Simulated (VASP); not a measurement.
Wanted: the native input for a VASP 6.6.1 run.

* Task: single point
* Functional: PBE
* Potentials or basis: VASP PAW PBE potentials, release 64 (Cd, S)
* Cutoff: 520 eV
* k mesh: 4 × 4 × 4
* Occupations: gaussian, width 0.01 eV
* Spin: no spin polarisation
* Dipole correction: no
* Further INCAR settings: ALGO = Normal; EDIFF = 1e-07; NBANDS = 16

The structure of CdS lies in POSCAR:

```
CdS
1.0
    0.0000000000      2.8510383978      3.0637898083
    2.8510383978      0.0000000000      3.0637898083
    2.8510383978      2.8510383978      0.0000000000
Cd S
1 1
Direct
    0.0000000000      0.0000000000      0.0000000000
    0.2500000000      0.2500000000      0.2500000000
```

This cell differs from its parent crystal: epitaxial xy strain -3.0%.

One way to write it, as run:

INCAR

```
SYSTEM = CdS
PREC = Accurate
ENCUT = 520
EDIFF = 1E-7
ISMEAR = 0
SIGMA = 0.01
LREAL = .False.
LASPH = .True.
NELM = 100
ALGO = Normal
ISIF = 2
LWAVE = .False.
LCHARG = .True.
GGA = PE
LELF = .True.
LVHAR = .True.
NBANDS = 16
```

KPOINTS

```
Automatic mesh
0
Gamma
  4 4 4
  0 0 0
```

Potentials or basis: VASP PAW PBE potentials, release 64 (Cd, S).

Run with:

```console
$ cat potpaw_PBE.64/Cd/POTCAR potpaw_PBE.64/S/POTCAR > POTCAR
$ mpirun -np 1 vasp_std > vasp.out
```

It gave:

The pressure is 3.0 GPa and the band gap on the k mesh is 1.04 eV.

Caveat: the k points lie up to 0.47 Å⁻¹ apart; the cell differs from its parent crystal (epitaxial xy strain -3.0%); the structure was generated, so it needn't be the stable form of CdS.

Run time: 12 s on 1 thread of Intel(R) Xeon(R) Platinum 8375C CPU @ 2.90GHz (Ice Lake), on a shared host, peak memory 0.17 GiB.
